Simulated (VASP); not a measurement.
# CsH (Pm-3m) in VASP: single point with HSE06

Aim: the single point of CsH with HSE06.

Everything below comes from runs of VASP 6.6.1. Logs are shortened: lines on timing, memory, paths and dates and some standing lists are left out, and cuts for length are marked.

## (1) The cell of the first run

It takes space group Pm-3m (No. 221, cubic). The conventional cell has a = 3.813 Å, b = 3.813 Å, c = 3.813 Å, α = 90.00°, β = 90.00°, γ = 90.00°. Cs (site symmetry m-3m) has 8 H at 3.30 Å and 6 Cs at 3.81 Å within 4.3 Å. H (site symmetry m-3m) has 8 Cs at 3.30 Å and 6 H at 3.81 Å within 4.3 Å.

## (2) Single point, HSE06

Contents of POSCAR:

```
CsH
1.0
    3.8130897866      0.0000000000      0.0000000000
    0.0000000000      3.8130897866      0.0000000000
    0.0000000000      0.0000000000      3.8130897866
Cs H
1 1
Direct
    0.0000000000      0.0000000000      0.0000000000
    0.5000000000      0.5000000000      0.5000000000
```

Contents of INCAR.step1:

```
PREC = Accurate ; ENCUT = 520
EDIFF = 1E-5 ; ISMEAR = 0
SIGMA = 0.5 ; LREAL = False
LASPH = True ; NELM = 100
ALGO = Normal ; ISIF = 2
LWAVE = True ; LCHARG = False
GGA = PE ; NBANDS = 12
```

Contents of INCAR.step2:

```
PREC = Accurate ; ENCUT = 520
EDIFF = 1E-6 ; ISMEAR = 0
SIGMA = 0.5 ; LREAL = False
LASPH = True ; NELM = 100
ALGO = Normal ; ISIF = 2
LWAVE = False ; LCHARG = False
GGA = PE ; LHFCALC = True
HFSCREEN = 0.2079 ; PRECFOCK = Normal
ISTART = 1 ; NBANDS = 12
```

Contents of KPOINTS:

```
Automatic mesh
0
Gamma
  4 4 4
```

Potentials or basis: VASP PAW PBE potentials, release 64 (Cs_sv, H).

Started as:

```bash
$ cat potpaw_PBE.64/Cs_sv/POTCAR potpaw_PBE.64/H/POTCAR > POTCAR
$ cp INCAR.step1 INCAR
$ mpirun -np 1 vasp_std > vasp.out
$ cp INCAR.step2 INCAR
$ mpirun -np 1 vasp_std > vasp.out
```

OUTCAR:

```text
PREC = Accurate
   ENCUT = 520
   EDIFF = 1E-6
   ISMEAR = 0
   LREAL = False
   LASPH = True
   NELM = 100
   ISIF = 2
   GGA = PE
   LHFCALC = True
   HFSCREEN = 0.2079
   PRECFOCK = Normal
   ISTART = 1

 ion  position               nearest neighbor table
   1  0.000  0.000  0.000-
   2  0.500  0.500  0.500-

  LATTYP: Found a simple cubic cell.
 ALAT       =     3.8130897866

  Lattice vectors:

 A1 = (   3.8130897866,   0.0000000000,   0.0000000000)
 A2 = (   0.0000000000,   3.8130897866,   0.0000000000)
 A3 = (   0.0000000000,   0.0000000000,   3.8130897866)

Analysis of symmetry for initial positions (statically):
=====================================================================
 Subroutine PRICEL returns:
 Original cell was already a primitive cell.

 Routine SETGRP: Setting up the symmetry group for a
 simple cubic supercell.

 Subroutine GETGRP returns: Found 48 space group operations
 (whereof 48 operations were pure point group operations)
 out of a pool of 48 trial point group operations.

The static configuration has the point symmetry O_h .

Analysis of symmetry for dynamics (positions and initial velocities):
=====================================================================
 Subroutine PRICEL returns:
 Original cell was already a primitive cell.

 Routine SETGRP: Setting up the symmetry group for a
 simple cubic supercell.

 Subroutine GETGRP returns: Found 48 space group operations
 (whereof 48 operations were pure point group operations)
 out of a pool of 48 trial point group operations.

The dynamic configuration has the point symmetry O_h .

 Subroutine INISYM returns: Found 48 space group operations
 (whereof 48 operations are pure point group operations),
 and found     1 'primitive' translations

----------------------------------------------------------------------------------------

                                     Primitive cell

  volume of cell :      55.4410

  direct lattice vectors                    reciprocal lattice vectors
     3.813089787  0.000000000  0.000000000     0.262254512  0.000000000  0.000000000
     0.000000000  3.813089787  0.000000000     0.000000000  0.262254512  0.000000000
     0.000000000  0.000000000  3.813089787     0.000000000  0.000000000  0.262254512

  length of vectors
     3.813089787  3.813089787  3.813089787     0.262254512  0.262254512  0.262254512

  position of ions in fractional coordinates (direct lattice)
     0.000000000  0.000000000  0.000000000
     0.500000000  0.500000000  0.500000000

  ion indices of the primitive-cell ions
   primitive index   ion index
                 1           1
                 2           2

----------------------------------------------------------------------------------------

 KPOINTS: Automatic mesh

Automatic generation of k-mesh.
 Grid dimensions read from file:
 generate k-points for:    4    4    4

 Generating k-lattice:

  Cartesian coordinates                     Fractional coordinates (reciprocal lattice)
     0.065563628  0.000000000  0.000000000     0.250000000  0.000000000  0.000000000
     0.000000000  0.065563628  0.000000000     0.000000000  0.250000000  0.000000000
     0.000000000  0.000000000  0.065563628     0.000000000  0.000000000  0.250000000

  Length of vectors
     0.065563628  0.065563628  0.065563628

  Shift w.r.t. Gamma in fractional coordinates (k-lattice)
     0.000000000  0.000000000  0.000000000

 Subroutine IBZKPT returns following result:
 ===========================================

 Found     10 irreducible k-points:

 Following reciprocal coordinates:
            Coordinates               Weight
  0.000000  0.000000  0.000000      1.000000
  0.250000  0.000000  0.000000      6.000000
  0.500000  0.000000  0.000000      3.000000
  0.250000  0.250000  0.000000     12.000000
  0.500000  0.250000  0.000000     12.000000
  0.500000  0.500000  0.000000      3.000000
  0.250000  0.250000  0.250000      8.000000
  0.500000  0.250000  0.250000     12.000000
  0.500000  0.500000  0.250000      6.000000
  0.500000  0.500000  0.500000      1.000000
   k-points           NKPTS =     10   k-points in BZ     NKDIM =     64   number of bands    NBANDS=     12
   number of dos      NEDOS =    301   number of ions     NIONS =      2
   total plane-waves  NPLWV =  21952
   dimension x,y,z NGX =    28 NGY =   28 NGZ =   28
   dimension x,y,z NGXF=    56 NGYF=   56 NGZF=   56
   ions per type =               1   1
   NGX,Y,Z   is equivalent  to a cutoff of  12.21, 12.21, 12.21 a.u.
   NGXF,Y,Z  is equivalent  to a cutoff of  24.42, 24.42, 24.42 a.u.
 SYSTEM =  unknown system
   PREC   = accura    normal or accurate (medium, high low for compatibility)
   ISTART =      1    job   : 0-new  1-cont  2-samecut
   ICHARG =      0    charge: 1-file 2-atom 10-const
   ISPIN  =      1    spin polarized calculation?
   LNONCOLLINEAR =      F non collinear calculations
   LSORBIT =      F    spin-orbit coupling
   LASPH  =      T    aspherical Exc in radial PAW
   ENCUT  =  520.0 eV  38.22 Ry    6.18 a.u.   7.09  7.09  7.09*2*pi/ulx,y,z
   NELM   =    100;   NELMIN=  2; NELMDL=  0     # of ELM steps
   EDIFF  = 0.1E-05   stopping-criterion for ELM
   LREAL  =      F    real-space projection
   EDIFFG = 0.1E-04   stopping-criterion for IOM
   NSW    =      0    number of steps for IOM
   IBRION =     -1    ionic relax: 0-MD 1-quasi-New 2-CG
   NFREE  =      0    steps in history (QN), initial steepest desc. (CG)
   ISIF   =      2    stress and relaxation
   ISYM   =      3    0-nonsym 1-usesym 2-fastsym
   POTIM  = 0.5000    time-step for ionic-motion
   TEBEG  =    0.0;   TEEND  =   0.0 temperature during run
   PSTRESS=    0.0 pullay stress
   NELECT =      10.0000    total number of electrons
   NUPDOWN=      -1.0000    fix difference up-down
   EMIN   =  10.00;   EMAX   =-10.00  energy-range for DOS
   EFERMI =   0.00;   METHOD = LEGACY
   ISMEAR =     0;   SIGMA  =   0.50  broadening in eV -4-tet -1-fermi 0-gaus
   EFERMI_NEDOS =   21; number of points for ismear=-14 and -15
   IALGO  =     38    algorithm
   IMIX   =      1    mixing-type and parameters
     AMIX     =   0.40;   BMIX     =  1.00
     AMIX_MAG =   1.60;   BMIX_MAG =  1.00
  volume/ion in A,a.u.               =      27.72       187.07
  Fermi-wavevector in a.u.,A,eV,Ry     =   0.924977  1.747954 11.640917  0.855583
  Thomas-Fermi vector in A             =   2.050782
   LORBIT       =      0    0 simple, 1 ext, 2 COOP (PROOUT), +10 PAW based schemes
   GGA     = PE    functional components
   LHFCALC =     T    Hartree Fock is set to
   PRECFOCK=normal    Normal, Fast or Accurate (Low or Medium for compatibility)
   ENCUT4O =  -1.0   cutoff for four orbital integrals eV
   NKREDX  =     1    reduce k-point grid by
   NKREDY  =     1    reduce k-point grid by
   NKREDZ  =     1    reduce k-point grid by
   AEXX    =    0.2500 exact exchange contribution
   HFSCREEN=    0.2079 screening length (either q_TF or 0.3 A-1)
   HFSCREENC=   0.2079 screening length for correlation (either q_TF or 0.3 A-1)
   ENCUTFOCK=  -1.0 apply spherical cutoff to Coloumb kernel
   IVDW    =     0    specifies the selected vdW correction
   LEPSILON=     F    determine dielectric tensor
   LRPA    =     F    only Hartree local field effects (RPA)
 non-spin polarized calculation
 Gauss-broadening in eV      SIGMA  =   0.50
  energy-cutoff  :      520.00
  volume of cell :       55.44
 maximum number of plane-waves:      1510
  NGX = 24; NGY = 24; NGZ = 24

 number of electron      10.0000001 magnetization

 Free energy of the ion-electron system (eV)
  ---------------------------------------------------
  ext. energy  EPLUGINS =         0.00000000
  ---------------------------------------------------
  free energy    TOTEN  =        -5.10887063 eV

  energy without entropy =       -5.10887058  energy(sigma->0) =       -5.10887061

 E-fermi :   1.8376     XC(G=0):  -6.6815

 val. band max:        0.0953757568   @ k =   0.5000   0.5000   0.5000
 cond. band min:       3.6800328728   @ k =   0.5000   0.0000   0.0000
 fundamental gap:      3.5846571160
 Fermi energy:         1.8375667400

 k-point     1 :       0.0000    0.0000    0.0000
  band No.  band energies     occupation
      1     -23.2777      2.00000
      2      -8.2860      2.00000
      3      -8.2860      2.00000
      4      -8.2860      2.00000
      5      -2.0456      2.00000
      6       4.4696      0.00000
      7       4.4696      0.00000
      8       8.5355      0.00000
      9      10.8828      0.00000
     10      10.8828      0.00000
     11      10.8828      0.00000
     12      11.6955      0.00000

 k-point     2 :       0.2500    0.0000    0.0000
  band No.  band energies     occupation
      1     -23.1921      2.00000
      2      -9.1913      2.00000
      3      -8.2052      2.00000
      4      -8.2052      2.00000
      5      -1.1842      2.00000
      6       4.8340      0.00000
      7       4.8755      0.00000
      8       8.2619      0.00000
      9       8.4291      0.00000
     10       8.4291      0.00000
     11      11.1056      0.00000
     12      12.5743      0.00000

 k-point     3 :       0.5000    0.0000    0.0000
  band No.  band energies     occupation
      1     -23.1033      2.00000
      2      -9.9298      2.00000
      3      -8.1218      2.00000
      4      -8.1218      2.00000
      5      -0.2097      2.00000
      6       3.6800      0.00000
      7       5.3052      0.00000
      8       7.3039      0.00000
      9       7.3039      0.00000
     10      10.8560      0.00000
     11      11.3593      0.00000
     12      11.9384      0.00000
[... 76 lines left out ...]
 k-point     9 :       0.5000    0.5000    0.2500
  band No.  band energies     occupation
      1     -22.8615      2.00000
      2      -9.4475      2.00000
      3      -9.4475      2.00000
      4      -8.6959      2.00000
      5      -0.7075      2.00000
      6       4.9519      0.00000
      7       4.9519      0.00000
      8       5.4935      0.00000
      9       8.0234      0.00000
     10      11.6816      0.00000
     11      11.6816      0.00000
     12      13.2209      0.00000

 k-point    10 :       0.5000    0.5000    0.5000
  band No.  band energies     occupation
      1     -22.7812      2.00000
      2      -9.3258      2.00000
      3      -9.3258      2.00000
      4      -9.3258      2.00000
      5       0.0954      2.00000
      6       3.7242      0.00000
      7       3.7242      0.00000
      8       3.7242      0.00000
      9      13.0654      0.00000
     10      13.0654      0.00000
     11      13.0656      0.00000
     12      13.3838      0.00000

------------------------ aborting loop because EDIFF is reached ----------------------------------------

  FORCE on cell =-STRESS in cart. coord.  units (eV):
  Direction    XX          YY          ZZ          XY          YZ          ZX
  --------------------------------------------------------------------------------------
  -------------------------------------------------------------------------------------
  Total        0.0666184      0.0666184      0.0666184      0.0000000      0.0000000      0.0000000
  in kB        1.9251915      1.9251915      1.9251915      0.0000000      0.0000000      0.0000000
  external PRESSURE =       1.9251915 kB  Pullay stress =       0.0000000 kB

 VOLUME and BASIS-vectors are now :
 -----------------------------------------------------------------------------
  energy-cutoff  :      520.00
  volume of cell :       55.44
      direct lattice vectors                 reciprocal lattice vectors
     3.813089787  0.000000000  0.000000000     0.262254512  0.000000000  0.000000000
     0.000000000  3.813089787  0.000000000     0.000000000  0.262254512  0.000000000
     0.000000000  0.000000000  3.813089787     0.000000000  0.000000000  0.262254512

 POSITION                                       TOTAL-FORCE (eV/Angst)
 -----------------------------------------------------------------------------------
      0.00000      0.00000      0.00000         0.000000      0.000000      0.000000
      1.90654      1.90654      1.90654         0.000000      0.000000      0.000000
 -----------------------------------------------------------------------------------
    total drift:                               -0.000268      0.000500      0.000064

  FREE ENERGIE OF THE ION-ELECTRON SYSTEM (eV)
  ---------------------------------------------------
  free  energy   TOTEN  =        -5.1088706340 eV

  energy  without entropy=       -5.1088705843  energy(sigma->0) =       -5.10887061
```

It took 2.9 min on 1 thread of Intel Xeon 8259CL, shared host; peak memory 0.26 GiB.

Results:

| Property | Result |
| --- | --- |
| Free energy | -5.1089 eV |
| Pressure | 0.2 GPa |
| Band gap on the k mesh | 3.58 eV (least direct gap 3.63 eV) |

Caveat: so wide a smearing shifts energies and pressures; the structure was generated, so it needn't be the stable form of CsH; the PAW data sets were made with another functional, which shifts forces and pressure a little; spin-orbit coupling is left out, which moves the levels of the heavy elements. A k mesh can miss the band edges.
